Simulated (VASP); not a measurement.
NbAs:

```
Nb As
1.0
    -1.72585    1.72585    5.84000
     1.72585   -1.72585    5.84000
     1.72585    1.72585   -5.84000
Nb As
2 2
Direct
  0.50000 0.00000 0.50000
  0.75000 0.75000 0.00000
  0.91600 0.41600 0.50000
  0.16600 0.16600 0.00000
```

Base run:

* Program: VASP 6.6.1
* Functional: PBEsol
* Dispersion: D3(BJ)
* Potentials or basis: VASP PAW PBE potentials, release 64 (Nb_sv, As)
* Cutoff: 520 eV
* k mesh: 11 × 11 × 11
* Occupations: fermi-dirac, width 0.05 eV
* Spin: no spin polarisation

Its results: band gap on the k mesh 0.02 eV (least direct gap 0.07 eV); pressure -7.9 GPa; largest force 0.290 eV/Å.

Task: The run is repeated on the same cell with these changes: dispersion from D3(BJ) to none; hubbard terms from none to Nb d U = 2.0 eV. What comes out?

Result: Band gap on the k mesh zero (bands 18 and 19 overlap by 0.02 eV); pressure 0.3 GPa; largest force 0.295 eV/Å.

Several settings changed at once.

Caveats: the PAW data sets were made with another functional, which shifts forces and pressure a little; three body term missing (at least some runs); the cell stands under tension (at least some runs); the smearing spreads over this small gap (at least some runs); U without spin polarisation on a metal has little footing (at least some runs); the U is typed as a test and isn't derived for this compound (at least some runs).

A k mesh can miss the band edges.
